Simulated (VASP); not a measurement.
A run of VASP 6.6.1:

POSCAR

```
CsCdCl3
1.0
    5.3736268568      1.0166321081      1.0166321081
    1.0166321081      5.3736268568      1.0166321081
    1.0166321081      1.0166321081      5.3736268568
Cs Cd Cl
1 1 3
Direct
    0.0000000000      0.0000000000      0.0000000000
    0.5000000000      0.5000000000      0.5000000000
    0.0000000000      0.5000000000      0.5000000000
    0.5000000000      0.0000000000      0.5000000000
    0.5000000000      0.5000000000      0.0000000000
```

File INCAR.step1:

```
SYSTEM = CsCdCl3
PREC = Accurate ; ENCUT = 520
ISMEAR = 0 ; SIGMA = 0.05
LREAL = .FALSE. ; LASPH = .TRUE.
NELM = 60 ; NBANDS = 29
GGA = PE ; ALGO = Normal
EDIFF = 1E-4 ; LWAVE = .TRUE.
LCHARG = .FALSE.
```

The input INCAR.step2:

```
SYSTEM = CsCdCl3
PREC = Accurate ; ENCUT = 520
EDIFF = 1E-6 ; ISMEAR = 0
SIGMA = 0.05 ; LREAL = .FALSE.
LASPH = .TRUE. ; NELM = 60
ALGO = Normal ; ISIF = 2
LWAVE = .FALSE. ; LCHARG = .FALSE.
METAGGA = R2SCAN ; LMIXTAU = .TRUE.
NBANDS = 29 ; ISTART = 1
```

File KPOINTS:

```
Automatic mesh
0
G
  6 6 6
  0 0 0
```

Potentials or basis: VASP PAW PBE potentials, release 64 (Cs_sv, Cd, Cl).

Run with:

```bash
$ cat potpaw_PBE.64/Cs_sv/POTCAR potpaw_PBE.64/Cd/POTCAR potpaw_PBE.64/Cl/POTCAR > POTCAR
$ cp INCAR.step1 INCAR
$ mpirun -np 1 vasp_std > vasp.out
$ cp INCAR.step2 INCAR
$ mpirun -np 1 vasp_std > vasp.out
```

Hardware: 1 thread of Intel(R) Xeon(R) Platinum 8488C (Sapphire Rapids) (shared host).

How long does it take, and how much memory?

It took 7.3 min on 1 thread of Intel(R) Xeon(R) Platinum 8488C (Sapphire Rapids) (shared host), peak memory 0.36 GiB. Counts: k points 32.
